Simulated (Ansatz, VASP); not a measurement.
**One calculation of MgO, two programs**

File POSCAR:

```
MgO
1.0
    0.0000000000      2.1021674163      2.1021674163
    2.1021674163      0.0000000000      2.1021674163
    2.1021674163      2.1021674163      0.0000000000
Mg O
1 1
Direct
    0.0000000000      0.0000000000      0.0000000000
    0.5000000000      0.5000000000      0.5000000000
```

Contents of INCAR.step1:

```
PREC     = Accurate       # precision mode
ENCUT    = 520            # plane-wave cutoff, eV
ISMEAR   = 0              # smearing method
SIGMA    = 0.01           # smearing width, eV
LREAL    = F              # projectors in reciprocal space
LASPH    = T              # aspherical terms in the spheres
NELM     = 80             # most SCF steps
NBANDS   = 11             # bands
GGA      = PE             # functional
ALGO     = Normal         # electronic algorithm
EDIFF    = 1E-4           # SCF threshold, eV
LWAVE    = T              # write WAVECAR
LCHARG   = F              # write CHGCAR
```

The input INCAR.step2:

```
PREC     = Accurate       # precision mode
ENCUT    = 520            # plane-wave cutoff, eV
EDIFF    = 1E-6           # SCF threshold, eV
ISMEAR   = 0              # smearing method
SIGMA    = 0.01           # smearing width, eV
LREAL    = F              # projectors in reciprocal space
LASPH    = T              # aspherical terms in the spheres
NELM     = 80             # most SCF steps
ALGO     = Normal         # electronic algorithm
ISIF     = 2              # what is computed and relaxed
LWAVE    = F              # write WAVECAR
LCHARG   = F              # write CHGCAR
METAGGA  = R2SCAN         # meta-GGA
LMIXTAU  = T            
NBANDS   = 11             # bands
ISTART   = 1
```

The input KPOINTS:

```
Automatic mesh
0
Gamma
  8 8 8
```

Input for Ansatz:

```yaml
crystal:
  lattice:
    - [0.0, 2.1021674163, 2.1021674163]
    - [2.1021674163, 0.0, 2.1021674163]
    - [2.1021674163, 2.1021674163, 0.0]
  atoms:
    - { symbol: Mg, position: [0.0, 0.0, 0.0] }
    - { symbol: O, position: [0.5, 0.5, 0.5] }
kpoints:
  mp_grid: { grid: [8, 8, 8] }
hamiltonian:
  xc: r2scan
scf:
  occupations: { method: fixed }
  n_extra_bands: 4
output:
  forces: true
  stress: true
  eigenvalues: true
```

Alike in both runs: task single point; functional r2SCAN; k mesh 8 × 8 × 8; no spin polarisation.

|  | VASP | Ansatz |
| --- | --- | --- |
| version | VASP 6.6.1 | Ansatz 0.2.0 |
| potentials or method | VASP PAW PBE potentials, release 64 (Mg, O) | plane waves, PAW |
| plane-wave cutoff (eV) | 520 | 500 |
| occupations | gaussian, width 0.01 eV | fixed |
| valence electrons in the cell | 8 | 16 |

```tsv
	VASP	Ansatz	Ansatz less VASP
gap on the k mesh at the Fermi level (eV)	5.66	5.68	+0.025
pressure (GPa)	-1.1	0.0	+1.15
```

VASP's potentials were made for PBE, not for r2SCAN. VASP's potentials hold 8 valence electrons a cell and Ansatz's 16, so a difference there can come from the potentials and not from the codes.
